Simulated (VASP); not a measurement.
Set up this calculation in VASP 6.6.1, as the native input.

```
Task                   : single point
Functional             : LDA
Potentials or basis    : VASP PAW LDA potentials, release 64 (Mg, O)
Cutoff                 : 600 eV
k mesh                 : 3 × 3 × 2
Occupations            : fermi-dirac, width 0.01 eV
Spin                   : no spin polarisation
Dipole correction      : no
Further INCAR settings : ALGO = Normal; EDIFF = 1e-06; NBANDS = 16
```

The structure of MgO lies in POSCAR:

```
MgO
1.0
    3.4863778600      0.0000000000      0.0000000000
   -1.7431889300      3.0192918000      0.0000000000
    0.0000000000      0.0000000000      4.1780412200
Mg O
2 2
Direct
    0.6666666667      0.3333333333      0.7500000000
    0.3333333333      0.6666666667      0.2500000000
    0.6666666667      0.3333333333      0.2500000000
    0.3333333333      0.6666666667      0.7500000000
```

The input as run:

INCAR

```
SYSTEM = MgO
PREC = Accurate
ENCUT = 600
EDIFF = 1E-6
ISMEAR = -1
SIGMA = 0.01
LREAL = .FALSE.
LASPH = .TRUE.
NELM = 120
ALGO = Normal
ISIF = 2
LWAVE = .FALSE.
LCHARG = .FALSE.
NBANDS = 16
GGA_COMPAT = .FALSE.
```

KPOINTS

```
regular mesh
0
G
  3 3 2
  0 0 0
```

Potentials or basis: VASP PAW LDA potentials, release 64 (Mg, O).

Run with:

```bash
$ cat potpaw_LDA.64/Mg/POTCAR potpaw_LDA.64/O/POTCAR > POTCAR
$ mpirun -np 1 vasp_std > vasp.out
```

Results of the run:

```json
{
  "Pressure": "-6.0 GPa",
  "Band gap on the k mesh": "3.33 eV, direct"
}
```

Caveat: the k points lie up to 0.75 Å⁻¹ apart.

It took 3.9 s on 1 thread of AMD EPYC 9R45 96-Core Processor (Zen 5) (shared host), peak memory 0.11 GiB.
